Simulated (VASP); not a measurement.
# Si4Mo2N in VASP: relaxation of the atoms with PBE

Aim: the relaxation of the atoms of Si4Mo2N with PBE.

Everything below comes from runs of VASP 6.6.1. Logs are shortened: lines on timing, memory, paths and dates and some standing lists are left out, and cuts for length are marked.

## Step 1: The cell of the first run

The cell holds a slab with vacuum, 7 atoms: a = 3.217 Å, b = 3.217 Å, c = 21.879 Å, α = 90.00°, β = 90.00°, γ = 90.00°.

## Step 2: Relaxation of the atoms, PBE

INCAR

```
SYSTEM = Si4Mo2N
PREC = Accurate
ENCUT = 520
EDIFF = 1E-6
ISMEAR = 0
SIGMA = 0.1
LREAL = .False.
LASPH = .True.
NELM = 100
ALGO = Normal
ISIF = 2
LWAVE = .False.
LCHARG = .False.
LDIPOL = .True.
IDIPOL = 3
DIPOL = 0.5 0.5 0.355
GGA = PE
IBRION = 2
NSW = 36
EDIFFG = -0.025
```

KPOINTS

```
regular mesh
0
Gamma
  8 8 1
  0 0 0
```

POSCAR

```
Si4Mo2N
1.0
    3.2169717285      0.0000000000      0.0000000000
    0.0000000000      3.2169717285      0.0000000000
    0.0000000000      0.0000000000     21.8787970046
Si Mo N
4 2 1
Selective dynamics
Direct
    0.0000000000      0.0000000000      0.1828254085  F F F
    0.0000000000      0.0000000000      0.3015081460  F F F
    0.5000000000      0.5000000000      0.3593659936  F F F
    0.5000000000      0.5000000000      0.4743769505  F F F
    0.5000000000      0.5000000000      0.2421667772  F F F
    0.0000000000      0.0000000000      0.4192862006  F F F
    0.8750000000      0.8750000000      0.5044776732  F F T
```

Potentials or basis: VASP PAW PBE potentials, release 64 (Si, Mo_sv, N).

The run is started by

```
$ cat potpaw_PBE.64/Si/POTCAR potpaw_PBE.64/Mo_sv/POTCAR potpaw_PBE.64/N/POTCAR > POTCAR
$ mpirun -np 1 vasp_std > vasp.out
```

OUTCAR:

```text
SYSTEM = Si4Mo2N
   PREC = Accurate
   ENCUT = 520
   EDIFF = 1E-6
   ISMEAR = 0
   LREAL = .False.
   LASPH = .True.
   NELM = 100
   ISIF = 2
   GGA = PE
   IBRION = 2
   NSW = 36
   EDIFFG = -0.025

 ion  position               nearest neighbor table
   1  0.000  0.000  0.183-   2 2.60   5 2.62   5 2.62   5 2.62   5 2.62
   2  0.000  0.000  0.302-   6 2.58   1 2.60   3 2.60   3 2.60   3 2.60   3 2.60   5 2.62   5 2.62
                             5 2.62   5 2.62
   3  0.500  0.500  0.359-   4 2.52   5 2.56   2 2.60   2 2.60   2 2.60   2 2.60   6 2.63   6 2.63
                             6 2.63   6 2.63
   4  0.500  0.500  0.474-   7 1.83   7 2.44   7 2.44   3 2.52   6 2.57   6 2.57   6 2.57   6 2.57

   5  0.500  0.500  0.242-   3 2.56   1 2.62   1 2.62   1 2.62   1 2.62   2 2.62   2 2.62   2 2.62
                             2 2.62
   6  0.000  0.000  0.419-   7 1.95   4 2.57   4 2.57   4 2.57   4 2.57   2 2.58   3 2.63   3 2.63
                             3 2.63   3 2.63
   7  0.875  0.875  0.504-   4 1.83   6 1.95   4 2.44   4 2.44

  LATTYP: Found a simple tetragonal cell.
 ALAT       =     3.2169717285
 C/A-ratio  =     6.8010535532

  Lattice vectors:

 A1 = (   3.2169717285,   0.0000000000,   0.0000000000)
 A2 = (   0.0000000000,   3.2169717285,   0.0000000000)
 A3 = (   0.0000000000,   0.0000000000,  21.8787970046)

Analysis of symmetry for initial positions (statically):
=====================================================================
 Subroutine PRICEL returns:
 Original cell was already a primitive cell.

 Routine SETGRP: Setting up the symmetry group for a
 simple tetragonal supercell.

 Subroutine GETGRP returns: Found  2 space group operations
 (whereof  2 operations were pure point group operations)
 out of a pool of 16 trial point group operations.

The static configuration has the point symmetry C_1h.

Analysis of symmetry for dynamics (positions and initial velocities):
=====================================================================
 Subroutine PRICEL returns:
 Original cell was already a primitive cell.

 Routine SETGRP: Setting up the symmetry group for a
 simple tetragonal supercell.

 Subroutine GETGRP returns: Found  2 space group operations
 (whereof  2 operations were pure point group operations)
 out of a pool of 16 trial point group operations.

The dynamic configuration has the point symmetry C_1h.

Analysis of constrained symmetry for selective dynamics:
=====================================================================
 Subroutine PRICEL returns:
 Original cell was already a primitive cell.

 Routine SETGRP: Setting up the symmetry group for a
 simple tetragonal supercell.

 Subroutine GETGRP returns: Found  2 space group operations
 (whereof  2 operations were pure point group operations)
 out of a pool of 16 trial point group operations.

The constrained configuration has the point symmetry C_1h.

 Subroutine INISYM returns: Found  2 space group operations
 (whereof  2 operations are pure point group operations),
 and found     1 'primitive' translations

----------------------------------------------------------------------------------------

                                     Primitive cell

  volume of cell :     226.4216

  direct lattice vectors                    reciprocal lattice vectors
     3.216971728  0.000000000  0.000000000     0.310851349  0.000000000  0.000000000
     0.000000000  3.216971728  0.000000000     0.000000000  0.310851349  0.000000000
     0.000000000  0.000000000 21.878797005     0.000000000  0.000000000  0.045706352

  length of vectors
     3.216971728  3.216971728 21.878797005     0.310851349  0.310851349  0.045706352

  position of ions in fractional coordinates (direct lattice)
     0.000000000  0.000000000  0.182825409
     0.000000000  0.000000000  0.301508146
     0.500000000  0.500000000  0.359365994
     0.500000000  0.500000000  0.474376951
     0.500000000  0.500000000  0.242166777
     0.000000000  0.000000000  0.419286201
     0.875000000  0.875000000  0.504477673

  ion indices of the primitive-cell ions
   primitive index   ion index
                 1           1
                 2           2
                 3           3
                 4           4
                 5           5
                 6           6
                 7           7

----------------------------------------------------------------------------------------

 KPOINTS: regular mesh

Automatic generation of k-mesh.
 Grid dimensions read from file:
 generate k-points for:    8    8    1

 Generating k-lattice:

  Cartesian coordinates                     Fractional coordinates (reciprocal lattice)
     0.038856419  0.000000000  0.000000000     0.125000000  0.000000000  0.000000000
     0.000000000  0.038856419  0.000000000     0.000000000  0.125000000  0.000000000
     0.000000000  0.000000000  0.045706352     0.000000000  0.000000000  1.000000000

  Length of vectors
     0.038856419  0.038856419  0.045706352

  Shift w.r.t. Gamma in fractional coordinates (k-lattice)
     0.000000000  0.000000000  0.000000000

 Subroutine IBZKPT returns following result:
 ===========================================

 Found     21 irreducible k-points:

 Following reciprocal coordinates:
            Coordinates               Weight
  0.000000  0.000000  0.000000      1.000000
  0.125000  0.000000  0.000000      4.000000
  0.250000  0.000000  0.000000      4.000000
  0.375000  0.000000  0.000000      4.000000
  0.500000  0.000000  0.000000      2.000000
  0.125000  0.125000  0.000000      2.000000
[... 13 lines left out ...]
  0.500000  0.375000  0.000000      4.000000
  0.500000  0.500000  0.000000      1.000000
   k-points           NKPTS =     21   k-points in BZ     NKDIM =     21   number of bands    NBANDS=     29
   number of dos      NEDOS =    301   number of ions     NIONS =      7
   total plane-waves  NPLWV =  96768
   dimension x,y,z NGX =    24 NGY =   24 NGZ =  168
   dimension x,y,z NGXF=    48 NGYF=   48 NGZF=  336
   ions per type =               4   2   1
   NGX,Y,Z   is equivalent  to a cutoff of  12.40, 12.40, 12.77 a.u.
   NGXF,Y,Z  is equivalent  to a cutoff of  24.81, 24.81, 25.53 a.u.
 SYSTEM =  Si4Mo2N
   PREC   = accura    normal or accurate (medium, high low for compatibility)
   ISTART =      0    job   : 0-new  1-cont  2-samecut
   ICHARG =      2    charge: 1-file 2-atom 10-const
   ISPIN  =      1    spin polarized calculation?
   LNONCOLLINEAR =      F non collinear calculations
   LSORBIT =      F    spin-orbit coupling
   LASPH  =      T    aspherical Exc in radial PAW
   ENCUT  =  520.0 eV  38.22 Ry    6.18 a.u.   5.98  5.98 40.68*2*pi/ulx,y,z
   NELM   =    100;   NELMIN=  2; NELMDL= -5     # of ELM steps
   EDIFF  = 0.1E-05   stopping-criterion for ELM
   LREAL  =      F    real-space projection
   EDIFFG = -.3E-01   stopping-criterion for IOM
   NSW    =     36    number of steps for IOM
   IBRION =      2    ionic relax: 0-MD 1-quasi-New 2-CG
   NFREE  =      1    steps in history (QN), initial steepest desc. (CG)
   ISIF   =      2    stress and relaxation
   ISYM   =      2    0-nonsym 1-usesym 2-fastsym
   POTIM  = 0.5000    time-step for ionic-motion
   TEBEG  =    0.0;   TEEND  =   0.0 temperature during run
   PSTRESS=    0.0 pullay stress
   NELECT =      49.0000    total number of electrons
   NUPDOWN=      -1.0000    fix difference up-down
   EMIN   =  10.00;   EMAX   =-10.00  energy-range for DOS
   EFERMI =   0.00;   METHOD = LEGACY
   ISMEAR =     0;   SIGMA  =   0.10  broadening in eV -4-tet -1-fermi 0-gaus
   EFERMI_NEDOS =   21; number of points for ismear=-14 and -15
   IALGO  =     38    algorithm
   IMIX   =      4    mixing-type and parameters
     AMIX     =   0.40;   BMIX     =  1.00
     AMIX_MAG =   1.60;   BMIX_MAG =  1.00
  volume/ion in A,a.u.               =      32.35       218.28
  Fermi-wavevector in a.u.,A,eV,Ry     =   0.982881  1.857376 13.143974  0.966055
  Thomas-Fermi vector in A             =   2.113997
   LORBIT       =      0    0 simple, 1 ext, 2 COOP (PROOUT), +10 PAW based schemes
   GGA     = PE    functional components
   LHFCALC =     F    Hartree Fock is set to
   AEXX    =    0.0000 exact exchange contribution
   IVDW    =     0    specifies the selected vdW correction
   LEPSILON=     F    determine dielectric tensor
   LRPA    =     F    only Hartree local field effects (RPA)
 conjugate gradient relaxation of ions
 non-spin polarized calculation
 Gauss-broadening in eV      SIGMA  =   0.10
  energy-cutoff  :      520.00
  volume of cell :      226.42
 maximum number of plane-waves:      6156
   NGX = 11   NGY = 11   NGZ = 81

 dipolmoment           0.000000      0.000000     -0.008414 electrons x Angstroem

--------------------------------------- Ionic step        1  -------------------------------------------

 number of electron      49.0000006 magnetization

 Free energy of the ion-electron system (eV)
  ---------------------------------------------------
  ext. energy  EPLUGINS =         0.00000000
  ---------------------------------------------------
  free energy    TOTEN  =       -50.38775769 eV

  energy without entropy =      -50.35402142  energy(sigma->0) =      -50.37088955

------------------------ aborting loop because EDIFF is reached ----------------------------------------

  FORCE on cell =-STRESS in cart. coord.  units (eV):
  Direction    XX          YY          ZZ          XY          YZ          ZX
  --------------------------------------------------------------------------------------
  -------------------------------------------------------------------------------------
  Total       -0.4606393     -0.4606393      8.1701030      0.3523016     -1.7167663     -1.7167666
  in kB       -3.2595197     -3.2595197     57.8122918      2.4929136    -12.1479732    -12.1479754
  external PRESSURE =      17.0977508 kB  Pullay stress =       0.0000000 kB
[... 69 lines left out ...]
--------------------------------------- Ionic step        3  -------------------------------------------

 number of electron      49.0000006 magnetization

 dipolmoment           0.000000      0.000000      0.117226 electrons x Angstroem

 Free energy of the ion-electron system (eV)
  ---------------------------------------------------
  ext. energy  EPLUGINS =         0.00000000
  ---------------------------------------------------
  free energy    TOTEN  =       -50.47499503 eV

  energy without entropy =      -50.44332207  energy(sigma->0) =      -50.45915855

 E-fermi :   1.0648     XC(G=0):  -5.6267

 val. band max:        1.0592897421   @ k =   0.0000   0.0000   0.0000
 cond. band min:       1.0939086499   @ k =  -0.1250   0.2500   0.0000
 fundamental gap:      0.0346189078
 Fermi energy:         1.0648445637

 k-point     1 :       0.0000    0.0000    0.0000
  band No.  band energies     occupation
      1     -59.7172      2.00000
      2     -59.4390      2.00000
      3     -33.9868      2.00000
      4     -33.8143      2.00000
      5     -33.7533      2.00000
      6     -33.5925      2.00000
[... 661 lines left out ...]
     28       3.4288      0.00000
     29       3.5894      0.00000

------------------------ aborting loop because EDIFF is reached ----------------------------------------

 vacuum level on the upper side and lower side of the slab       (xc-potential included)         0.988        -1.104

  FORCE on cell =-STRESS in cart. coord.  units (eV):
  Direction    XX          YY          ZZ          XY          YZ          ZX
  --------------------------------------------------------------------------------------
  -------------------------------------------------------------------------------------
  Total       -1.5444842     -1.5444842      4.8184203     -0.1420213     -1.3116024     -1.3116027
  in kB      -10.9288919    -10.9288919     34.0955214     -1.0049541     -9.2810018     -9.2810039
  external PRESSURE =       4.0792459 kB  Pullay stress =       0.0000000 kB
[... 22 lines left out ...]
  FREE ENERGIE OF THE ION-ELECTRON SYSTEM (eV)
  ---------------------------------------------------
  free  energy   TOTEN  =       -50.4749950275 eV

  energy  without entropy=      -50.4433220665  energy(sigma->0) =      -50.45915855

 reached required accuracy - stopping structural energy minimisation

 vacuum level on the upper side and lower side of the slab         7.629         5.539
```

Run time: 7.1 min. Hardware: 1 thread of Intel Xeon Platinum 8488C (Sapphire Rapids), shared host; peak memory 0.39 GiB.

Results:

* Free energy: -50.4750 eV
* Energy gained by relaxing: 12.5 meV/atom
* Ionic steps: 3
* Band gap on the k mesh: zero (an odd number of electrons rules out a gap without spin polarisation)

Step by step:
| step | energy change (eV) | largest force on free atoms (eV/Å) | pressure (GPa) |
| --- | --- | --- | --- |
| 1 | 0.0000 | 1.8192 | 1.71 |
| 2 | -0.0858 | 0.2119 | 0.56 |
| 3 | -0.0872 | 0.0019 | 0.41 |

Final structure:
```yaml
crystal:
  lattice:
    - [3.21697, 0.00000, 0.00000]
    - [0.00000, 3.21697, 0.00000]
    - [0.00000, 0.00000, 21.87880]
  atoms:
    - { symbol: Si, position: [0.00000, 0.00000, 0.18283] }
    - { symbol: Si, position: [0.00000, 0.00000, 0.30151] }
    - { symbol: Si, position: [0.50000, 0.50000, 0.35937] }
    - { symbol: Si, position: [0.50000, 0.50000, 0.47438] }
    - { symbol: Mo, position: [0.50000, 0.50000, 0.24217] }
    - { symbol: Mo, position: [0.00000, 0.00000, 0.41929] }
    - { symbol: N, position: [0.87500, 0.87500, 0.50912] }
```

Caveat: an odd number of electrons without spin polarisation forces a metal; a magnetic or distorted state may lie lower.

The gap in the log of VASP goes by the Fermi energy; the results here count the filled bands.